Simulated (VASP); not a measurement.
**MgO (Periclase): single point with r2SCAN**

The system is MgO (Periclase).

```
Mg O
1.0
     0.00000    2.12298    2.12298
     2.12298    0.00000    2.12298
     2.12298    2.12298    0.00000
Mg O
1 1
Direct
  0.00000 0.00000 0.00000
  0.50000 0.50000 0.50000
```

This cell differs from its parent crystal: volume scaled by 1.03.

```yaml
Program: VASP 6.6.1
Task: single point
Functional: r2SCAN
Potentials_or_basis: VASP PAW PBE potentials, release 64 (Mg_sv, O)
Cutoff: 660 eV
k_mesh: 10 × 10 × 10
Occupations: gaussian, width 0.02 eV
Spin: no spin polarisation
Dipole_correction: no
Second_run: valence_matched
Further_INCAR_settings: ALGO = Normal; EDIFF = 1e-06; NBANDS = 15
```

```json
{"Pressure": "-4.7 GPa", "Band gap on the k mesh": "5.42 eV, direct"}
```

Levels at points of the mesh, in eV from the valence-band top:
```csv
k point,band 4,band 5,band 6,band 7,band 8,band 9,band 10,band 11,band 12,band 13
"(0.00, 0.00, 0.00)",-40.16,-18.07,0.00,0.00,0.00,5.42,16.72,16.72,16.72,20.76
"(0.50, 0.00, 0.00)",-40.16,-16.85,-4.49,-0.65,-0.65,8.67,13.57,17.25,17.25,22.15
"(0.50, 0.50, 0.00)",-40.18,-16.65,-3.98,-1.33,-1.33,10.01,10.91,14.05,20.08,20.08
```

Run time: 78 s on 1 thread of Intel(R) Xeon(R) 6975P-C (Granite Rapids), on a shared host, peak memory 0.16 GiB.

Caveat: the PAW data sets were made with another functional, which shifts forces and pressure a little.
